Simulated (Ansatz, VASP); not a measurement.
BeTe in VASP and in Ansatz

```xyz
2
Lattice="0.0000 2.8343 2.8343 2.8343 0.0000 2.8343 2.8343 2.8343 0.0000" Properties=species:S:1:pos:R:3 pbc="T T T"
Be    0.0000    0.0000    0.0000
Te    1.4172    1.4172    1.4172
```

Alike in both runs: functional PBE; k mesh 6 × 6 × 6; occupations gaussian, width 0.1 eV; no spin polarisation.

Ansatz relaxed the structure, and its values are those at the end. VASP's run is a single point on that final structure, the one shown.

|  | VASP | Ansatz |
| --- | --- | --- |
| version | VASP 6.6.1 | Ansatz 0.2.0 |
| potentials or method | VASP PAW PBE potentials, release 64 (Be, Te), cutoff 600 eV | scalar-relativistic, plane waves, PAW |
| valence electrons in the cell | 8 | 18 |

```tsv
	VASP	Ansatz	Ansatz less VASP
gap on the k mesh at the Fermi level (eV)	2.02	2.03	+0.014
least direct gap on the mesh (eV)	3.62	3.64	+0.018
pressure (GPa)	0.0	-0.1	-0.13
```

VASP's potentials hold 8 valence electrons a cell and Ansatz's 18, so a difference there can come from the potentials and not from the codes.

Neither program's run includes spin-orbit coupling.
